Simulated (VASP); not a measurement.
**Cu: single point with LDA**

Cu:

```
CELL_PARAMETERS angstrom
0.00000 1.80750 1.80750
1.80750 0.00000 1.80750
1.80750 1.80750 0.00000
ATOMIC_POSITIONS crystal
Cu 0.00000 0.00000 0.00000
```

```json
{
  "Program": "VASP 6.6.1",
  "Task": "single point",
  "Functional": "LDA",
  "Potentials or basis": "VASP PAW LDA potentials, release 64 (Cu)",
  "Cutoff": "600 eV",
  "k mesh": "12 × 12 × 12",
  "Occupations": "fermi-dirac, width 0.1 eV",
  "Spin": "no spin polarisation",
  "Dipole correction": "no",
  "Further INCAR settings": "ALGO = Normal; EDIFF = 1e-06; NBANDS = 12"
}
```

```
Pressure : -11.7 GPa
```

Levels at points of the mesh, in eV from the Fermi level:
| k point | band 2 | band 3 | band 4 | band 5 | band 6 | band 7 | band 8 | band 9 | band 10 | band 11 |
| --- | --- | --- | --- | --- | --- | --- | --- | --- | --- | --- |
| (0.00, 0.00, 0.00) | -3.01 | -3.01 | -3.01 | -2.17 | -2.17 | 22.76 | 25.22 | 25.22 | 25.22 | 27.75 |
| (0.50, 0.00, 0.00) | -3.03 | -3.03 | -1.60 | -1.60 | -0.91 | 3.79 | 21.27 | 21.98 | 21.98 | 25.15 |
| (0.50, 0.50, 0.00) | -4.40 | -1.61 | -1.46 | -1.46 | 1.56 | 7.17 | 13.07 | 13.07 | 17.71 | 20.33 |

Run time: 8.9 s on 1 thread of Intel(R) Xeon(R) Platinum 8259CL CPU @ 2.50GHz (Skylake/Cascade Lake), on a shared host, peak memory 0.12 GiB.
